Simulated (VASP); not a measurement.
Set up this calculation in VASP 6.6.1, as the native input.

```
Task                   : single point
Functional             : BLYP
Dispersion             : D3(BJ)
Potentials or basis    : VASP PAW PBE potentials, release 64 (Ta_pv, N)
Cutoff                 : 520 eV
k mesh                 : 13 × 13 × 12
Occupations            : fermi-dirac, width 0.1 eV
Spin                   : no spin polarisation
Dipole correction      : no
Further INCAR settings : ALGO = Normal; EDIFF = 1e-06; NBANDS = 15
```

The structure of TaN lies in POSCAR:

```
TaN
1.0
    2.9310405592      0.0000000000      0.0000000000
   -1.4655202796      2.5383555838      0.0000000000
    0.0000000000      0.0000000000      2.8893376349
Ta N
1 1
Direct
    0.3333333333      0.6666666667      0.5000000000
    0.0000000000      0.0000000000      0.0000000000
```

One way to write it, as run:

INCAR

```
SYSTEM = TaN
PREC     = Accurate       ! precision mode
ENCUT    = 520            ! plane-wave cutoff, eV
EDIFF    = 1E-6           ! SCF threshold, eV
ISMEAR   = -1             ! smearing method
SIGMA    = 0.1            ! smearing width, eV
LREAL    = .FALSE.        ! projectors in reciprocal space
LASPH    = .TRUE.         ! aspherical terms in the spheres
NELM     = 60             ! most SCF steps
ALGO     = Normal         ! electronic algorithm
ISIF     = 2              ! what is computed and relaxed
LWAVE    = .FALSE.        ! write WAVECAR
LCHARG   = .FALSE.        ! write CHGCAR
GGA      = B5             ! functional
ALDAX    = 1.0          
AGGAX    = 1.0          
AGGAC    = 1.0          
ALDAC    = 0.0          
IVDW     = 12             ! dispersion correction
VDW_S6   = 1.0          
VDW_S8   = 2.6996       
VDW_A1   = 0.4298       
VDW_A2   = 4.2359       
NBANDS   = 15             ! bands
```

KPOINTS

```
Automatic mesh
0
G
  13 13 12
  0 0 0
```

Potentials or basis: VASP PAW PBE potentials, release 64 (Ta_pv, N).

Launch:

```bash
$ cat potpaw_PBE.64/Ta_pv/POTCAR potpaw_PBE.64/N/POTCAR > POTCAR
$ mpirun -np 1 vasp_std > vasp.out
```

It gave:

The pressure is 2.1 GPa and the band gap on the k mesh is zero (bands 8 and 9 overlap by 0.33 eV). The dispersion energy per atom is -1.088 eV.

Caveat: the PAW data sets were made with another functional, which shifts forces and pressure a little; spin-orbit coupling is left out, which moves the levels of the heavy elements.

It took 24 s on 1 thread of Intel(R) Xeon(R) 6975P-C (Granite Rapids), on a shared host, peak memory 0.18 GiB.
